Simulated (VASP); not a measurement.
Here is a VASP 6.6.1 calculation.

File INCAR:

```
SYSTEM = CdF2
PREC = Accurate
ENCUT = 520
EDIFF = 1E-7
ISMEAR = 0
SIGMA = 0.02
LREAL = .FALSE.
LASPH = .TRUE.
NELM = 60
ALGO = Normal
ISIF = 2
LWAVE = .FALSE.
LCHARG = .TRUE.
GGA = PE
IVDW = 12
LELF = .TRUE.
LVHAR = .TRUE.
NBANDS = 20
```

The input KPOINTS:

```
regular mesh
0
G
  8 8 8
  0 0 0
```

The input POSCAR:

```
CdF2
1.0
    0.0000000000      2.7491955055      2.7491955055
    2.7491955055      0.0000000000      2.7491955055
    2.7491955055      2.7491955055      0.0000000000
Cd F
1 2
Direct
    0.0000000000      0.0000000000      0.0000000000
    0.2500000000      0.2500000000      0.2500000000
    0.7500000000      0.7500000000      0.7500000000
```

Potentials or basis: VASP PAW PBE potentials, release 64 (Cd, F).

The run is started by

```bash
$ cat potpaw_PBE.64/Cd/POTCAR potpaw_PBE.64/F/POTCAR > POTCAR
$ mpirun -np 1 vasp_std > vasp.out
```

Problem. What does it give for the band gap on the k mesh?

Solution. 2.85 eV, indirect (least direct gap 3.42 eV).

Problem. Predict the pressure.

Solution. -2.2 GPa.

Problem. What does it give for the dispersion energy per atom?

Solution. -0.157 eV.

 A k mesh can miss the band edges.
